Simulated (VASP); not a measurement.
# W (I4/mmm) in VASP: a series of runs

Runs on W. Level: PBEsol. Tasks: single point.

All numbers are computed with VASP 6.6.1; they aren't measurements. Logs are shortened: lines on timing, memory, paths and dates and some standing lists are left out, and cuts for length are marked.

## 1. The cell of the first run

The structure is tetragonal, space group I4/mmm (No. 139). Conventional cell: a = 3.188 Å, b = 3.188 Å, c = 3.311 Å, α = 90.00°, β = 90.00°, γ = 90.00°. Within 3.7 Å of W (site symmetry 4/mmm) lie 14 W at 2.80 to 3.31 Å.

## 2. Single point, PBEsol (16.83 Å³/atom)

The input, INCAR:

```
PREC = Accurate
ENCUT = 500
EDIFF = 1E-6
ISMEAR = 0
SIGMA = 0.15
LREAL = F
LASPH = T
NELM = 120
ALGO = Normal
ISIF = 2
LWAVE = F
LCHARG = T
GGA = PS
LELF = T
LVHAR = T
NBANDS = 13
GGA_COMPAT = F
```

The input, KPOINTS:

```
regular mesh
0
Gamma
  22 22 22
```

The input, POSCAR:

```
W
1.0
    0.0000000000      2.2545963455      1.6555500965
    2.2545963455      0.0000000000      1.6555500965
    2.2545963455      2.2545963455      0.0000000000
W
1
Direct
    0.0000000000      0.0000000000      0.0000000000
```

Potentials or basis: VASP PAW PBE potentials, release 64 (W_sv).

On the command line:

```sh
cat potpaw_PBE.64/W_sv/POTCAR > POTCAR
mpirun -np 1 vasp_std > vasp.out
```

OUTCAR:

```text
PREC = Accurate
   ENCUT = 500
   EDIFF = 1E-6
   ISMEAR = 0
   LREAL = F
   LASPH = T
   NELM = 120
   ISIF = 2
   GGA = PS

 ion  position               nearest neighbor table
   1  0.000  0.000  0.000-

  LATTYP: Found a body centered tetragonal cell.
 ALAT       =     3.1884807295
 C/A-ratio  =     1.0384570189

  Lattice vectors:

 A1 = (   0.0000000000,  -2.2545963455,  -1.6555500965)
 A2 = (   0.0000000000,   2.2545963455,  -1.6555500965)
 A3 = (   2.2545963455,   0.0000000000,   1.6555500965)

Analysis of symmetry for initial positions (statically):
=====================================================================
 Subroutine PRICEL returns:
 Original cell was already a primitive cell.

 Routine SETGRP: Setting up the symmetry group for a
 body centered tetragonal supercell.

 Subroutine GETGRP returns: Found 16 space group operations
 (whereof 16 operations were pure point group operations)
 out of a pool of 16 trial point group operations.

The static configuration has the point symmetry D_4h.

Analysis of symmetry for dynamics (positions and initial velocities):
=====================================================================
 Subroutine PRICEL returns:
 Original cell was already a primitive cell.

 Routine SETGRP: Setting up the symmetry group for a
 body centered tetragonal supercell.

 Subroutine GETGRP returns: Found 16 space group operations
 (whereof 16 operations were pure point group operations)
 out of a pool of 16 trial point group operations.

The dynamic configuration has the point symmetry D_4h.

 Subroutine INISYM returns: Found 16 space group operations
 (whereof 16 operations are pure point group operations),
 and found     1 'primitive' translations

----------------------------------------------------------------------------------------

                                     Primitive cell

  volume of cell :      16.8310

  direct lattice vectors                    reciprocal lattice vectors
     0.000000000  2.254596345  1.655550097    -0.221769188  0.221769188  0.302014419
     2.254596345  0.000000000  1.655550097     0.221769188 -0.221769188  0.302014419
     2.254596345  2.254596345  0.000000000     0.221769188  0.221769188 -0.302014419

  length of vectors
     2.797150479  2.797150479  3.188480729     0.435403094  0.435403094  0.435403094

  position of ions in fractional coordinates (direct lattice)
     0.000000000  0.000000000  0.000000000

  ion indices of the primitive-cell ions
   primitive index   ion index
                 1           1

----------------------------------------------------------------------------------------

 KPOINTS: regular mesh

Automatic generation of k-mesh.
 Grid dimensions read from file:
 generate k-points for:   22   22   22

 Generating k-lattice:

  Cartesian coordinates                     Fractional coordinates (reciprocal lattice)
    -0.010080418  0.010080418  0.013727928     0.045454545  0.000000000  0.000000000
     0.010080418 -0.010080418  0.013727928     0.000000000  0.045454545  0.000000000
     0.010080418  0.010080418 -0.013727928     0.000000000  0.000000000  0.045454545

  Length of vectors
     0.019791050  0.019791050  0.019791050

  Shift w.r.t. Gamma in fractional coordinates (k-lattice)
     0.000000000  0.000000000  0.000000000

 Subroutine IBZKPT returns following result:
 ===========================================

 Found    834 irreducible k-points:

 Following reciprocal coordinates:
            Coordinates               Weight
  0.000000  0.000000  0.000000      1.000000
  0.045455  0.000000  0.000000      8.000000
  0.090909  0.000000  0.000000      8.000000
  0.136364  0.000000  0.000000      8.000000
  0.181818  0.000000  0.000000      8.000000
  0.227273  0.000000  0.000000      8.000000
[... 16 lines left out ...]
  0.500000  0.045455  0.000000      8.000000
 -0.454545  0.045455  0.000000      8.000000
 [... further k-points ...]
   k-points           NKPTS =    834   k-points in BZ     NKDIM =    834   number of bands    NBANDS=     13
   number of dos      NEDOS =    301   number of ions     NIONS =      1
   total plane-waves  NPLWV =   9600
   dimension x,y,z NGX =    20 NGY =   20 NGZ =   24
   dimension x,y,z NGXF=    40 NGYF=   40 NGZF=   48
   ions per type =               1
   NGX,Y,Z   is equivalent  to a cutoff of  11.89, 11.89, 12.51 a.u.
   NGXF,Y,Z  is equivalent  to a cutoff of  23.77, 23.77, 25.03 a.u.
 SYSTEM =  unknown system
   PREC   = accura    normal or accurate (medium, high low for compatibility)
   ISTART =      0    job   : 0-new  1-cont  2-samecut
   ICHARG =      2    charge: 1-file 2-atom 10-const
   ISPIN  =      1    spin polarized calculation?
   LNONCOLLINEAR =      F non collinear calculations
   LSORBIT =      F    spin-orbit coupling
   LASPH  =      T    aspherical Exc in radial PAW
   ENCUT  =  500.0 eV  36.75 Ry    6.06 a.u.   5.10  5.10  5.81*2*pi/ulx,y,z
   NELM   =    120;   NELMIN=  2; NELMDL= -5     # of ELM steps
   EDIFF  = 0.1E-05   stopping-criterion for ELM
   LREAL  =      F    real-space projection
   EDIFFG = 0.1E-04   stopping-criterion for IOM
   NSW    =      0    number of steps for IOM
   IBRION =     -1    ionic relax: 0-MD 1-quasi-New 2-CG
   NFREE  =      0    steps in history (QN), initial steepest desc. (CG)
   ISIF   =      2    stress and relaxation
   ISYM   =      2    0-nonsym 1-usesym 2-fastsym
   POTIM  = 0.5000    time-step for ionic-motion
   TEBEG  =    0.0;   TEEND  =   0.0 temperature during run
   PSTRESS=    0.0 pullay stress
   NELECT =      14.0000    total number of electrons
   NUPDOWN=      -1.0000    fix difference up-down
   EMIN   =  10.00;   EMAX   =-10.00  energy-range for DOS
   EFERMI =   0.00;   METHOD = LEGACY
   ISMEAR =     0;   SIGMA  =   0.15  broadening in eV -4-tet -1-fermi 0-gaus
   EFERMI_NEDOS =   21; number of points for ismear=-14 and -15
   IALGO  =     38    algorithm
   IMIX   =      4    mixing-type and parameters
     AMIX     =   0.40;   BMIX     =  1.00
     AMIX_MAG =   1.60;   BMIX_MAG =  1.00
  volume/ion in A,a.u.               =      16.83       113.58
  Fermi-wavevector in a.u.,A,eV,Ry     =   1.539622  2.909464 32.251752  2.370437
  Thomas-Fermi vector in A             =   2.645824
   LORBIT       =      0    0 simple, 1 ext, 2 COOP (PROOUT), +10 PAW based schemes
   GGA     = PS    functional components
   LHFCALC =     F    Hartree Fock is set to
   AEXX    =    0.0000 exact exchange contribution
   IVDW    =     0    specifies the selected vdW correction
   LEPSILON=     F    determine dielectric tensor
   LRPA    =     F    only Hartree local field effects (RPA)
 non-spin polarized calculation
 Gauss-broadening in eV      SIGMA  =   0.15
  energy-cutoff  :      500.00
  volume of cell :       16.83
 maximum number of plane-waves:       440
   NGX = 11   NGY = 11   NGZ = 11

 number of electron      14.0000000 magnetization

 Free energy of the ion-electron system (eV)
  ---------------------------------------------------
  ext. energy  EPLUGINS =         0.00000000
  ---------------------------------------------------
  free energy    TOTEN  =       -13.72290550 eV

  energy without entropy =      -13.71700613  energy(sigma->0) =      -13.71995582

 E-fermi :  10.4163     XC(G=0): -13.4245

 val. band max:       10.4014398936   @ k =  -0.3182   0.3182   0.0455
 cond. band min:      10.4166915343   @ k =  -0.4091   0.2727   0.0000
 fundamental gap:      0.0152516407
 Fermi energy:        10.4163144961

 k-point     1 :       0.0000    0.0000    0.0000
  band No.  band energies     occupation
      1     -63.8030      2.00000
      2     -27.4482      2.00000
      3     -27.4359      2.00000
      4     -27.4359      2.00000
      5       1.1124      2.00000
      6       9.1548      2.00000
      7       9.1548      2.00000
      8       9.6041      2.00000
      9      12.2053      0.00000
     10      12.8015      0.00000
     11      24.3935      0.00000
     12      25.0747      0.00000
     13      25.0747      0.00000

 k-point     2 :       0.0455    0.0000    0.0000
  band No.  band energies     occupation
      1     -63.8009      2.00000
      2     -27.4665      2.00000
      3     -27.4429      2.00000
      4     -27.4406      2.00000
      5       1.2050      2.00000
      6       9.1462      2.00000
      7       9.1664      2.00000
      8       9.6267      2.00000
      9      12.1425      0.00000
     10      12.7730      0.00000
     11      24.5478      0.00000
     12      25.2160      0.00000
     13      25.2312      0.00000

 k-point     3 :       0.0909    0.0000    0.0000
  band No.  band energies     occupation
      1     -63.7950      2.00000
      2     -27.5322      2.00000
      3     -27.4633      2.00000
      4     -27.4416      2.00000
      5       1.4767      2.00000
      6       9.1068      2.00000
      7       9.1090      2.00000
      8       9.7957      2.00000
      9      11.9745      0.00000
     10      12.7200      0.00000
     11      24.8952      0.00000
     12      25.6576      0.00000
     13      25.6916      0.00000
[... 305 lines left out ...]
 k-point    23 :       0.5000    0.0455    0.0000
  band No.  band energies     occupation
      1     -63.6996      2.00000
      2     -28.4981      2.00000
      3     -27.7799      2.00000
      4     -27.4558      2.00000
      5       4.5974      2.00000
      6       7.3933      2.00000
      7      10.4696      0.61528
      8      11.9463      0.00000
      9      13.6427      0.00000
     10      16.0007      0.00000
     11      20.4188      0.00000
     12      22.1648      0.00000
     13      26.5837      0.00000

 k-point    24 :      -0.4545    0.0455    0.0000
  band No.  band energies     occupation
      1     -63.7016      2.00000
      2     -28.4794      2.00000
      3     -27.7730      2.00000
      4     -27.4571      2.00000
      5       4.5989      2.00000
      6       7.4233      2.00000
      7      10.2210      1.93445
      8      12.0395      0.00000
      9      13.5756      0.00000
     10      15.7345      0.00000
     11      20.6920      0.00000
     12      22.2628      0.00000
     13      26.9637      0.00000

 [... further k-points ...]

------------------------ aborting loop because EDIFF is reached ----------------------------------------

  FORCE on cell =-STRESS in cart. coord.  units (eV):
  Direction    XX          YY          ZZ          XY          YZ          ZX
  --------------------------------------------------------------------------------------
  -------------------------------------------------------------------------------------
  Total       -1.6480823     -1.6480823     -2.6851853      0.0000000     -0.0000000      0.0000000
  in kB     -156.8843300   -156.8843300   -255.6082820      0.0000000     -0.0000000      0.0000000
  external PRESSURE =    -189.7923140 kB  Pullay stress =       0.0000000 kB

 VOLUME and BASIS-vectors are now :
 -----------------------------------------------------------------------------
  energy-cutoff  :      500.00
  volume of cell :       16.83
      direct lattice vectors                 reciprocal lattice vectors
     0.000000000  2.254596345  1.655550097    -0.221769188  0.221769188  0.302014419
     2.254596345  0.000000000  1.655550097     0.221769188 -0.221769188  0.302014419
     2.254596345  2.254596345  0.000000000     0.221769188  0.221769188 -0.302014419

 POSITION                                       TOTAL-FORCE (eV/Angst)
 -----------------------------------------------------------------------------------
      0.00000      0.00000      0.00000        -0.000000      0.000000      0.000000
 -----------------------------------------------------------------------------------
    total drift:                                0.000000      0.000000      0.000000

  FREE ENERGIE OF THE ION-ELECTRON SYSTEM (eV)
  ---------------------------------------------------
  free  energy   TOTEN  =       -13.7229055038 eV

  energy  without entropy=      -13.7170061341  energy(sigma->0) =      -13.71995582
```

It took 2.5 min on 1 thread of Intel Xeon 8259CL, shared host; peak memory 0.27 GiB.

Results:

```
Free energy            : -13.7229 eV
Pressure               : -19.0 GPa
Band gap on the k mesh : zero (bands 7 and 8 overlap by 5.60 eV)
```

Stress tensor (GPa, compression positive):
```
-15.69   0.00   0.00
  0.00 -15.69   0.00
  0.00   0.00 -25.56
```

Levels at points of the mesh, in eV from the Fermi level:
```
           k point  band 5  band 6  band 7  band 8  band 9  band 10
(0.00, 0.00, 0.00)   -9.30   -1.26   -1.26   -0.81    1.79     2.39
(0.50, 0.00, 0.00)   -5.90   -3.11    0.44    1.67    2.88     5.60
(0.50, 0.50, 0.00)   -5.42   -5.32    4.67    4.82    4.82     7.14
(0.50, 0.00, 0.50)   -5.88   -3.58    0.71    2.37    3.09     5.72
```

Caveat: the cell stands under tension; the PAW data sets were made with another functional, which shifts forces and pressure a little; spin-orbit coupling is left out, which moves the levels of the heavy elements.

## 3. Single point, PBEsol (16.83 Å³/atom)

The input, INCAR:

```
SYSTEM = W
PREC = Accurate
ENCUT = 500
EDIFF = 1E-6
ISMEAR = 0
SIGMA = 0.15
LREAL = .False.
LASPH = .True.
NELM = 120
ALGO = Normal
ISIF = 2
LWAVE = .False.
LCHARG = .False.
GGA = PS
NBANDS = 13
GGA_COMPAT = .False.
```

The input, KPOINTS:

```
regular mesh
0
Gamma
  22 22 22
  0 0 0
```

The input, POSCAR:

```
W
1.0
    0.0000000000      2.3134185740      1.5724306048
    2.3134185740      0.0000000000      1.5724306048
    2.3134185740      2.3134185740      0.0000000000
W
1
Direct
    0.0000000000      0.0000000000      0.0000000000
```

Potentials or basis: VASP PAW PBE potentials, release 64 (W_sv).

On the command line:

```sh
cat potpaw_PBE.64/W_sv/POTCAR > POTCAR
mpirun -np 1 vasp_std > vasp.out
```

Wall time 2.4 min (1 thread of Intel Xeon 8259CL, shared host); peak memory 0.26 GiB.

It converged, with:

```yaml
Free_energy: -13.7210 eV
Pressure: -18.9 GPa
Band_gap_on_the_k_mesh: zero (bands 7 and 8 overlap by 5.80 eV)
```

Stress tensor (GPa, compression positive):
```
-22.61   0.00   0.00
  0.00 -22.61   0.00
  0.00   0.00 -11.57
```

Levels at points of the mesh, in eV from the Fermi level:
```tsv
k point	band 3	band 4	band 5	band 6	band 7	band 8	band 9	band 10	band 11	band 12
(0.00, 0.00, 0.00)	-37.86	-37.84	-9.30	-1.44	-0.94	-0.94	1.76	2.42	14.19	14.19
(0.50, 0.00, 0.00)	-38.22	-37.87	-5.88	-3.44	0.63	2.06	3.12	5.67	10.23	11.29
(0.50, 0.50, 0.00)	-38.63	-38.53	-5.42	-5.32	4.72	4.72	4.88	7.45	7.45	8.52
(0.50, 0.00, 0.50)	-38.17	-37.85	-5.91	-2.93	0.33	1.54	2.66	5.58	9.94	11.52
```

Caveat: the cell stands under tension; the PAW data sets were made with another functional, which shifts forces and pressure a little; spin-orbit coupling is left out, which moves the levels of the heavy elements.

## 4. Single point, PBEsol (17.26 Å³/atom)

This run uses another cell than the first one, of 17.26 Å³/atom.

INCAR is that of step 3.

The input, KPOINTS:

```
Automatic mesh
0
Gamma
  22 22 22
  0 0 0
```

The input, POSCAR:

```
W
1.0
    0.0000000000      2.2734596907      1.6694014509
    2.2734596907      0.0000000000      1.6694014509
    2.2734596907      2.2734596907      0.0000000000
W
1
Direct
    0.0000000000      0.0000000000      0.0000000000
```

On the command line:

```sh
cat potpaw_PBE.64/W_sv/POTCAR > POTCAR
mpirun -np 1 vasp_std > vasp.out
```

Wall time 2.2 min (1 thread of Intel Xeon 8259CL, shared host); peak memory 0.28 GiB.

Results (log left out):

* Free energy: -13.6649 eV
* Pressure: -24.7 GPa
* Band gap on the k mesh: zero (bands 7 and 8 overlap by 5.40 eV)

Stress tensor (GPa, compression positive):
```
-21.57   0.00   0.00
  0.00 -21.57   0.00
  0.00   0.00 -30.88
```

Levels at points of the mesh, in eV from the Fermi level:
```
           k point  band 4  band 5  band 6  band 7  band 8  band 9  band 10  band 11
(0.00, 0.00, 0.00)  -37.92   -9.16   -1.22   -1.22   -0.78    1.74     2.32    13.93
(0.50, 0.00, 0.00)  -37.92   -5.75   -3.01    0.38    1.62    2.78     5.40     9.67
(0.50, 0.50, 0.00)  -38.58   -5.24   -5.14    4.51    4.65    4.65     6.96     7.96
(0.50, 0.00, 0.50)  -37.94   -5.72   -3.46    0.65    2.29    2.98     5.51     9.94
```

Caveat: the cell stands under tension; the PAW data sets were made with another functional, which shifts forces and pressure a little; spin-orbit coupling is left out, which moves the levels of the heavy elements.

## 5. The runs side by side

```tsv
cell	gap on the mesh (eV)	pressure (GPa)
a = 2.797, b = 2.797, c = 3.188 Å, angles 55.3, 55.3, 69.5°, 1 atom	none	-19.0
a = 2.797, b = 2.797, c = 3.272 Å, angles 54.2, 54.2, 71.6°, 1 atom	none	-18.9
a = 2.821, b = 2.821, c = 3.215 Å, angles 55.3, 55.3, 69.5°, 1 atom	none	-24.7
```

Alike in all rows: task single point; level PBEsol; potentials or basis VASP PAW PBE potentials, release 64 (W_sv); no spin polarisation; k mesh 22 × 22 × 22; cutoff (eV) 500; smearing gaussian 0.15 eV.

Caveats: the cell stands under tension; the PAW data sets were made with another functional, which shifts forces and pressure a little; spin-orbit coupling is left out, which moves the levels of the heavy elements.

Total energies depend on the potentials used, so only differences within one code and one set of settings carry meaning.
